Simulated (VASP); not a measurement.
## AlGa2As3: relaxation of cell and atoms with PBE

Crystal: AlGa2As3.

```
Al Ga As
1.0
     3.88438    0.00000    0.00000
    -1.94219    3.36397    0.00000
     0.00000    0.00000    9.51475
Al Ga As
1 2 3
Direct
  0.00000 0.00000 0.00000
  0.33333 0.66667 0.66667
  0.66667 0.33333 0.33333
  0.33333 0.66667 0.91667
  0.66667 0.33333 0.58333
  0.00000 0.00000 0.25000
```

| Item | Value |
| --- | --- |
| Program | VASP 6.6.1 |
| Task | relaxation of cell and atoms |
| Functional | PBE |
| Potentials or basis | VASP PAW PBE potentials, release 64 (Al, Ga_d, As) |
| Cutoff | 600 eV |
| k mesh | 6 × 6 × 2 |
| Occupations | gaussian, width 0.1 eV |
| Spin | no spin polarisation |
| Dipole correction | no |
| Further INCAR settings | ALGO = Normal; EDIFF = 1e-07; IBRION = 2; EDIFFG = -0.04; NSW = 90; ISIF = 3 |

The relaxed volume is 23.67 Å³/atom, the relaxed cell is a = 4.062 Å, b = 4.062 Å, c = 9.937 Å, α = 90.00°, β = 90.00°, γ = 120.00° and the space group after relaxing (to 0.1 Å) is P3m1 (No. 156). The energy gained by relaxing is 93.6 meV/atom, the ionic steps are 5 and the pressure after relaxing is 0.1 GPa. The largest force after relaxing is 0.035 eV/Å and the band gap on the k mesh is 0.52 eV.

Forces in eV/Å, atoms in the order of the input:
```
Al   0.000  0.000 -0.019
Ga   0.000  0.000  0.011
Ga   0.000  0.000 -0.011
As   0.000  0.000  0.035
As   0.000  0.000  0.007
As   0.000  0.000 -0.022
```

Step by step:
```
step  energy change (eV)  largest force (eV/Å)  pressure (GPa)  volume (Å³)
   1              0.0000                0.1120           11.43       124.33
   2             -0.4226                0.0628           -3.79       152.88
   3             -0.5615                0.0702            0.01       142.08
   4             -0.5614                0.0699           -0.15       142.45
   5             -0.5618                0.0347            0.05       142.01
```

Final structure:
```yaml
crystal:
  lattice:
    - [4.06226, 0.00000, 0.00000]
    - [-2.03113, 3.51802, 0.00000]
    - [0.00000, 0.00000, 9.93713]
  atoms:
    - { symbol: Al, position: [0.00000, 0.00000, 0.99970] }
    - { symbol: Ga, position: [0.33333, 0.66667, 0.66654] }
    - { symbol: Ga, position: [0.66667, 0.33333, 0.33354] }
    - { symbol: As, position: [0.33333, 0.66667, 0.91736] }
    - { symbol: As, position: [0.66667, 0.33333, 0.58326] }
    - { symbol: As, position: [0.00000, 0.00000, 0.24959] }
```

Levels at points of the mesh, in eV from the valence-band top:
| k point | band 19 | band 20 | band 21 | band 22 | band 23 | band 24 | band 25 | band 26 |
| --- | --- | --- | --- | --- | --- | --- | --- | --- |
| (0.00, 0.00, 0.00) | -0.74 | -0.02 | 0.00 | 0.00 | 0.52 | 1.20 | 1.84 | 3.86 |
| (0.50, 0.00, 0.00) | -2.38 | -2.28 | -1.48 | -1.41 | 1.50 | 1.80 | 2.34 | 2.60 |
| (0.00, 0.00, 0.50) | -0.43 | -0.43 | -0.23 | -0.23 | 1.09 | 1.54 | 2.19 | 4.28 |
| (0.50, 0.00, 0.50) | -2.14 | -2.10 | -0.99 | -0.99 | 1.17 | 1.89 | 2.04 | 3.40 |

Run time: 100 s on 1 thread of Intel(R) Xeon(R) 6975P-C (Granite Rapids), with other jobs on the host, peak memory 0.31 GiB.
